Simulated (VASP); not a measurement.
Wanted: the native input for a VASP 6.6.1 run.

```
Task                   : single point
Functional             : PBE
Potentials or basis    : VASP PAW PBE potentials, release 64 (Si, Te)
Cutoff                 : 520 eV
k mesh                 : 4 × 4 × 4
Occupations            : gaussian, width 0.1 eV
Spin                   : no spin polarisation
Dipole correction      : no
Further INCAR settings : ALGO = Normal; EDIFF = 1e-07; NBANDS = 19
```

The structure of Si4Te lies in POSCAR:

```
Si4Te
1.0
    4.7544193300      0.0000000000      0.0000000000
    0.0000000000      4.7544193300      0.0000000000
    0.0000000000      0.0000000000      4.7544193300
Si Te
4 1
Direct
    0.5000000000      0.0000000000      0.0000000000
    0.0000000000      0.5000000000      0.0000000000
    0.0000000000      0.0000000000      0.5000000000
    0.5000000000      0.5000000000      0.5000000000
    0.0000000000      0.0000000000      0.0000000000
```

These files were run (other wordings do the same):

INCAR

```
SYSTEM = Si4Te
  PREC = Accurate
  ENCUT = 520
  EDIFF = 1E-7
  ISMEAR = 0
  SIGMA = 0.1
  LREAL = .False.
  LASPH = .True.
  NELM = 60
  ALGO = Normal
  ISIF = 2
  LWAVE = .False.
  LCHARG = .False.
  GGA = PE
  NBANDS = 19
```

KPOINTS

```
Automatic mesh
0
Gamma
  4 4 4
  0 0 0
```

Potentials or basis: VASP PAW PBE potentials, release 64 (Si, Te).

Command:

```sh
$ cat potpaw_PBE.64/Si/POTCAR potpaw_PBE.64/Te/POTCAR > POTCAR
$ mpirun -np 1 vasp_std > vasp.out
```

It gave:

The pressure is 13.4 GPa. The band gap on the k mesh is zero (band 11 reaches 8.28 eV, above the bottom of band 12 at 6.49 eV).

Caveat: spin-orbit coupling is left out, which moves the levels of the heavy elements.

Run time: 18 s on 1 thread of Intel(R) Xeon(R) Platinum 8488C (Sapphire Rapids) (shared host), peak memory 0.2 GiB.
